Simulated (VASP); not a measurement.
## TiAl: single point with r2SCAN

Crystal: TiAl.

```
Ti Al
1.0
     3.13610    0.00000    0.00000
     0.00000    3.13610    0.00000
     0.00000    0.00000    3.13610
Ti Al
1 1
Direct
  0.00000 0.00000 0.00000
  0.50000 0.50000 0.50000
```

```yaml
Program: VASP 6.6.1
Task: single point
Functional: r2SCAN
Potentials_or_basis: VASP PAW PBE potentials, release 64 (Ti_sv, Al)
Cutoff: 550 eV
k_mesh: 8 × 8 × 8
Occupations: fermi-dirac, width 0.05 eV
Spin: no spin polarisation
```

- Pressure: 4.7 GPa
- Band gap on the k mesh: zero (an odd number of electrons rules out a gap without spin polarisation)

Levels at points of the mesh, in eV from the Fermi level:
| k point | band 4 | band 5 | band 6 | band 7 | band 8 | band 9 | band 10 | band 11 |
| --- | --- | --- | --- | --- | --- | --- | --- | --- |
| (0.00, 0.00, 0.00) | -34.34 | -10.04 | -1.72 | -1.72 | 2.15 | 2.15 | 2.15 | 4.84 |
| (0.50, 0.00, 0.00) | -34.32 | -6.49 | -5.71 | -0.69 | 0.30 | 0.30 | 2.38 | 3.29 |
| (0.50, 0.50, 0.00) | -34.30 | -5.34 | -2.41 | -2.41 | -1.67 | 0.91 | 0.91 | 3.00 |
| (0.50, 0.50, 0.50) | -34.49 | -3.39 | -3.39 | -3.39 | 1.19 | 3.00 | 3.00 | 3.00 |

Run time: 87 s on 1 thread of AMD EPYC 7R43 64-Core Processor (Zen 3) (shared host), peak memory 0.11 GiB.

Caveat: the cell stands under pressure; the PAW data sets were made with another functional, which shifts forces and pressure a little.
